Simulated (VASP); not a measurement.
Here is a VASP 6.6.1 calculation.

INCAR

```
ALGO     = Normal         # electronic algorithm
EDIFF    = 1E-6           # SCF threshold, eV
ENCUT    = 520            # plane-wave cutoff, eV
GGA      = PE             # functional
ISIF     = 2              # what is computed and relaxed
ISMEAR   = 0              # smearing method
LASPH    = True           # aspherical terms in the spheres
LCHARG   = True           # write CHGCAR
LELF     = True           # ELF
LREAL    = False          # projectors in reciprocal space
LVHAR    = True         
LWAVE    = False          # write WAVECAR
NBANDS   = 24             # bands
NELM     = 100            # most SCF steps
PREC     = Accurate       # precision mode
SIGMA    = 0.1            # smearing width, eV
```

The input KPOINTS:

```
k-points
0
Gamma
  12 12 8
```

The input POSCAR:

```
Mo2H3
1.0
    3.0251007939      0.0000000000      0.0000000000
   -1.5125503969      2.6198141365      0.0000000000
    0.0000000000      0.0000000000      4.9169986111
H Mo
3 2
Direct
    0.6666666667      0.3333333333      0.3811422087
    0.3333333333      0.6666666667      0.6188577913
    0.0000000000      0.0000000000      0.0000000000
    0.6666666667      0.3333333333      0.7747056216
    0.3333333333      0.6666666667      0.2252943784
```

Potentials or basis: VASP PAW PBE potentials, release 64 (H, Mo_sv).

Command:

```bash
$ cat potpaw_PBE.64/H/POTCAR potpaw_PBE.64/Mo_sv/POTCAR > POTCAR
$ mpirun -np 1 vasp_std > vasp.out
```

(1) Predict the band gap on the k mesh.

(2) Predict the pressure.

## Answers

(1) zero (an odd number of electrons rules out a gap without spin polarisation).

(2) 0.3 GPa.
